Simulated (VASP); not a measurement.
Runs of VASP 6.6.1 on TaAgS2. The structure is that of space group P-4m2 (No. 115), or close to it. The cells are those of the table. 

```tsv
task	cell	k mesh	cutoff (eV)	gap on the mesh (eV)	pressure (GPa)	relaxed volume (Å³/atom)	largest force (eV/Å)
relaxation of cell and atoms	relaxed from a = 4.289, b = 4.289, c = 6.066 Å, 4 atoms	4 × 4 × 4	600	none	0.0	21.31	0.03
single point	a = 3.359, b = 3.359, c = 7.418 Å, 4 atoms	14 × 14 × 6	520	none	0.0	-	0.02
single point	a = 3.445, b = 3.445, c = 7.205 Å, 4 atoms	4 × 4 × 4	520	none	0.0	-	(a)
relaxation of cell and atoms	relaxed from a = 3.348, b = 3.348, c = 7.443 Å, 4 atoms	14 × 14 × 6	600	none	0.0	20.90	-
```

Alike in all rows: level PBE; potentials or basis VASP PAW PBE potentials, release 64 (Ta_pv, Ag, S); no spin polarisation; smearing gaussian 0.1 eV.

**Question.** Fill in the values left out.

**Answer.** (a) 0.01.

Caveats: some runs use coarse meshes; spin-orbit coupling is left out, which moves the levels of the heavy elements; the volume moved by over 15 % at a fixed basis, so the end points are rough (some runs).

A k mesh can miss the band edges, and the runs leave out spin-orbit coupling on Ag, Ta.

A gap of «none» marks levels without a gap at the run's occupations.
